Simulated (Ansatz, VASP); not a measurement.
One calculation of YHf2O2, two programs

Contents of INCAR:

```
SYSTEM = YHf2O2
PREC     = Accurate       ! precision mode
ENCUT    = 520            ! plane-wave cutoff, eV
EDIFF    = 1E-6           ! SCF threshold, eV
ISMEAR   = 0              ! smearing method
SIGMA    = 0.1            ! smearing width, eV
LREAL    = .False.        ! projectors in reciprocal space
LASPH    = .True.         ! aspherical terms in the spheres
NELM     = 100            ! most SCF steps
ALGO     = Normal         ! electronic algorithm
ISIF     = 2              ! what is computed and relaxed
LWAVE    = .False.        ! write WAVECAR
LCHARG   = .False.        ! write CHGCAR
GGA      = PE             ! functional
NBANDS   = 30             ! bands
```

The input KPOINTS:

```
Automatic mesh
0
Gamma
  6 6 6
  0 0 0
```

Contents of POSCAR:

```
YHf2O2
1.0
   -1.8243784200      1.8243784200      5.8669348700
    1.8243784200     -1.8243784200      5.8669348700
    1.8243784200      1.8243784200     -5.8669348700
Y Hf O
1 2 2
Direct
    0.0000000000      0.0000000000      0.0000000000
    0.7500000000      0.2500000000      0.5000000000
    0.2500000000      0.7500000000      0.5000000000
    0.3547591600      0.3547591600      0.0000000000
    0.6452408400      0.6452408400      0.0000000000
```

Input for Ansatz:

```yaml
crystal:
  lattice:
    - [-1.82437842, 1.82437842, 5.86693487]
    - [1.82437842, -1.82437842, 5.86693487]
    - [1.82437842, 1.82437842, -5.86693487]
  atoms:
    - { symbol: "Y", position: [0.0, 0.0, 0.0] }
    - { symbol: Hf, position: [0.75, 0.25, 0.5] }
    - { symbol: Hf, position: [0.25, 0.75, 0.5] }
    - { symbol: O, position: [0.35475916, 0.35475916, 0.0] }
    - { symbol: O, position: [0.64524084, 0.64524084, 0.0] }
basis:
  ecutwfc: 420
kpoints:
  mp_grid: { grid: [6, 6, 6] }
hamiltonian:
  xc: pbe
scf:
  occupations: { method: gaussian, width: 0.1 }
  lower_state_search: "off"
output:
  forces: true
  stress: true
  eigenvalues: true
```

Change from the starting cell: species swapped into the BaAs2Rh2 type (I4/mmm, No. 139).

Alike in both runs: task single point; functional PBE; k mesh 6 × 6 × 6; occupations gaussian, width 0.1 eV; no spin polarisation.

|  | VASP | Ansatz |
| --- | --- | --- |
| version | VASP 6.6.1 | Ansatz 0.2.0 |
| potentials or method | VASP PAW PBE potentials, release 64 (Y_sv, Hf_pv, O), cutoff 520 eV | scalar-relativistic, plane waves, PAW |
| valence electrons in the cell | 43 | 75 |

```csv
,VASP,Ansatz,Ansatz less VASP
gap on the k mesh at the Fermi level (eV),none,none,-
pressure (GPa),19.2,20.6,+1.40
"traceless stress, the component that is largest in VASP (GPa)",-14.64,-15.25,-0.613
rms of the force components (eV/Å),0.460,0.512,+0.0520
```

Atom by atom the forces differ by 0.052 eV/Å (rms over components). A gap of «none» marks a metal or a gap that the smearing closes. VASP's potentials hold 43 valence electrons a cell and Ansatz's 75, so a difference there can come from the potentials and not from the codes.

The k mesh is coarse, so the values compare programs but aren't converged. Neither program's run includes spin-orbit coupling.
